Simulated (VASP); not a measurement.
The system is ReSb2.

```
Re Sb
1.0
     3.60338    0.00000    0.00000
    -1.80169    3.12062    0.00000
     0.00000    0.00000    5.81300
Re Sb
1 2
Cartesian
  0.0000 0.0000 0.0000
  0.0000 2.0804 1.4649
  1.8017 1.0402 4.3481
```

| Quantity | Value |
| --- | --- |
| Program | VASP 6.6.1 |
| Task | relaxation of cell and atoms |
| Functional | PBEsol |
| Potentials or basis | VASP PAW PBE potentials, release 64 (Re, Sb) |
| Cutoff | 600 eV |
| k mesh | 10 × 10 × 6 |
| Occupations | gaussian, width 0.05 eV |
| Spin | no spin polarisation |

At the start: pressure 17.8 GPa; volume 21.79 Å³/atom.

Task: Where does the relaxation end?

Result: Over 18 steps the energy falls by 370.6 meV/atom and the volume is 21.53 Å³/atom (-1.2 %); space group P-3m1 (No. 164, to 0.05 Å).

The path:
```csv
step,energy change (eV),largest force (eV/Å),pressure (GPa),volume (Å³)
1,0.0000,3.6843,17.81,65.37
2,0.9748,1.8599,-18.85,91.02
3,-0.6352,0.6741,-4.40,73.71
4,-0.6421,0.8658,-3.09,72.95
5,-0.6424,0.9283,-2.65,72.71
6,-0.8629,0.7473,-2.69,70.56
7,-1.0423,0.8888,-1.49,63.74
8,-1.0949,0.0953,-2.79,66.61
9,-1.0997,0.2086,-2.65,66.13
10,-1.0426,0.7644,7.31,61.79
11,-1.1113,0.0526,-0.06,64.83
12,-1.1113,0.0578,-0.03,64.80
13,-1.1115,0.0321,0.01,64.71
14,-1.1116,0.0052,0.02,64.62
15,-1.1117,0.0006,-0.05,64.63
16,-1.1117,0.0098,-0.13,64.66
17,-1.1117,0.0037,-0.07,64.63
18,-1.1117,0.0018,-0.03,64.60
```

Final structure:
```
CELL_PARAMETERS angstrom
3.40852 0.00000 0.00000
-1.70426 2.95187 0.00000
0.00000 0.00000 6.42090
ATOMIC_POSITIONS crystal
Re 0.00000 0.00000 0.00000
Sb 0.33333 0.66667 0.28934
Sb 0.66667 0.33333 0.71066
```

Caveat: the PAW data sets were made with another functional, which shifts forces and pressure a little.
